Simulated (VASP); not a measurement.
Lu3Si2F: single point with PBE

The system is Lu3Si2F.

```
CELL_PARAMETERS angstrom
5.54209 0.00000 0.00000
-2.77105 4.79959 0.00000
0.00000 0.00000 4.28244
ATOMIC_POSITIONS crystal
Lu 0.50000 0.00000 0.50000
Lu 0.50000 0.50000 0.50000
Lu 0.00000 0.50000 0.50000
Si 0.33333 0.66667 0.00000
Si 0.66667 0.33333 0.00000
F 0.00000 0.00000 0.00000
```

| Property | Result |
| --- | --- |
| Program | VASP 6.6.1 |
| Task | single point |
| Functional | PBE |
| Potentials or basis | VASP PAW PBE potentials, release 64 (Lu, Si, F) |
| Cutoff | 520 eV |
| k mesh | 6 × 6 × 4 |
| Occupations | gaussian, width 0.1 eV |
| Spin | no spin polarisation |

- Pressure: 24.9 GPa
- Band gap on the k mesh: zero (band 45 reaches 4.66 eV, above the bottom of band 46 at 3.34 eV)

Stress tensor (GPa, compression positive):
```
28.45  0.00  0.00
 0.00 28.45  0.00
 0.00  0.00 17.87
```

Levels at points of the mesh, in eV from the Fermi level:
| k point | band 42 | band 43 | band 44 | band 45 | band 46 | band 47 | band 48 | band 49 |
| --- | --- | --- | --- | --- | --- | --- | --- | --- |
| (0.00, 0.00, 0.00) | -3.10 | -2.62 | -1.55 | -0.07 | -0.07 | 0.22 | 0.95 | 0.95 |
| (0.50, 0.00, 0.00) | -1.54 | -1.40 | -1.12 | -0.16 | 0.73 | 1.20 | 1.60 | 1.70 |
| (0.00, 0.00, 0.50) | -0.97 | -0.78 | -0.78 | -0.43 | -0.43 | -0.35 | 0.62 | 0.70 |
| (0.50, 0.00, 0.50) | -1.90 | -0.86 | 0.01 | 0.38 | 0.49 | 1.26 | 1.26 | 1.40 |

Wall time 2.7 min on 1 thread of Intel(R) Xeon(R) Platinum 8375C CPU @ 2.90GHz (Ice Lake), on a shared host, peak memory 0.29 GiB.

Caveat: the k points lie up to 0.37 Å⁻¹ apart; spin-orbit coupling is left out, which moves the levels of the heavy elements.
